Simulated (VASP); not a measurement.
## Au: single point with r2SCAN

Crystal: Au.

```xyz
1
Lattice="0.0000 2.0618 2.0618 2.0618 0.0000 2.0618 2.0618 2.0618 0.0000" Properties=species:S:1:pos:R:3 pbc="T T T"
Au    0.0000    0.0000    0.0000
```

```
Program                : VASP 6.6.1
Task                   : single point
Functional             : r2SCAN
Potentials or basis    : VASP PAW PBE potentials, release 64 (Au)
Cutoff                 : 550 eV
k mesh                 : 10 × 10 × 10
Occupations            : fermi-dirac, width 0.1 eV
Spin                   : no spin polarisation
Dipole correction      : no
Further INCAR settings : ALGO = Normal; EDIFF = 1e-06; NBANDS = 12
```

* Pressure: 0.9 GPa

Levels at points of the mesh, in eV from the Fermi level:
```tsv
k point	band 2	band 3	band 4	band 5	band 6	band 7	band 8	band 9	band 10	band 11
(0.00, 0.00, 0.00)	-4.77	-4.77	-4.77	-3.31	-3.31	15.38	19.30	19.30	19.30	24.48
(0.50, 0.00, 0.00)	-4.81	-4.81	-2.12	-2.12	-0.64	3.05	14.86	17.72	17.72	25.51
(0.50, 0.50, 0.00)	-6.78	-2.18	-1.80	-1.80	1.30	5.80	10.46	10.46	17.77	20.23
```

It took 14 s on 1 thread of Intel(R) Xeon(R) 6975P-C (Granite Rapids), with other jobs on the host, peak memory 0.15 GiB.

Caveat: the PAW data sets were made with another functional, which shifts forces and pressure a little; spin-orbit coupling is left out, which moves the levels of the heavy elements.
